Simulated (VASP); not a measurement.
SiC:

```
Si C
1.0
     0.00000    2.17900    2.17900
     2.17900    0.00000    2.17900
     2.17900    2.17900    0.00000
Si C
1 1
Cartesian
  0.0000 0.0000 0.0000
  1.0895 1.0895 1.0895
```

```yaml
Program: VASP 6.6.1
Task: relaxation of cell and atoms
Functional: LDA
Potentials_or_basis: VASP PAW LDA potentials, release 64 (Si, C)
Cutoff: 600 eV
k_mesh: 10 × 10 × 10
Occupations: gaussian, width 0.02 eV
Spin: no spin polarisation
```

At the start: pressure -4.2 GPa; volume 10.35 Å³/atom.

Task: Where does the relaxation end?

Result: Over 3 steps the energy falls by 2.6 meV/atom and the volume is 10.15 Å³/atom (-1.9 %); space group F-43m (No. 216, to 0.1 Å) before and after.

Step by step:
| step | energy change (eV) | largest force (eV/Å) | pressure (GPa) | volume (Å³) |
| --- | --- | --- | --- | --- |
| 1 | 0.0000 | 0.0000 | -4.19 | 20.69 |
| 2 | 0.0009 | 0.0000 | 4.84 | 19.89 |
| 3 | -0.0052 | 0.0000 | -0.02 | 20.30 |

Final structure:
```
Si C
1.0
     0.00000    2.16529    2.16529
     2.16529    0.00000    2.16529
     2.16529    2.16529    0.00000
Si C
1 1
Direct
  0.00000 0.00000 0.00000
  0.25000 0.25000 0.25000
```
